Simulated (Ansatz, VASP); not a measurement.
**SiO2 in VASP and in Ansatz**

```xyz
9
Lattice="5.0591 0.0000 0.0000 -2.5295 4.3813 0.0000 0.0000 0.0000 5.5410" Properties=species:S:1:pos:R:3 pbc="T T T"
Si   -1.2648    2.1906    1.8470
Si    1.2648    2.1906    3.6940
Si    2.5295    0.0000    0.0000
O     0.9493    3.4689    4.6175
O     2.5295    2.5566    2.7705
O     3.4788    0.9124    0.9235
O     1.5803    0.9124    4.6175
O     0.0000    1.8247    2.7705
O    -0.9493    3.4689    0.9235
```

Alike in both runs: task single point; functional PBE; k mesh 6 × 6 × 6; occupations fermi-dirac, width 0.02 eV; no spin polarisation.

|  | VASP | Ansatz |
| --- | --- | --- |
| version | VASP 6.6.1 | Ansatz 0.2.0 |
| potentials or method | VASP PAW PBE potentials, release 64 (Si, O) | plane waves, PAW |
| plane-wave cutoff (eV) | 520 | 420 |
| valence electrons in the cell | 48 | 48 |

VASP gave:

| Property | Result |
| --- | --- |
| gap on the k mesh at the Fermi level (eV) | 5.72 |
| pressure (GPa) | 5.0 |
| rms of the force components (eV/Å) | 0.098 |

Estimate Ansatz's values.

gap on the k mesh at the Fermi level (eV): 5.72; pressure (GPa): 4.9; rms of the force components (eV/Å): 0.104.

Atom by atom the forces differ by 0.006 eV/Å (rms over components).
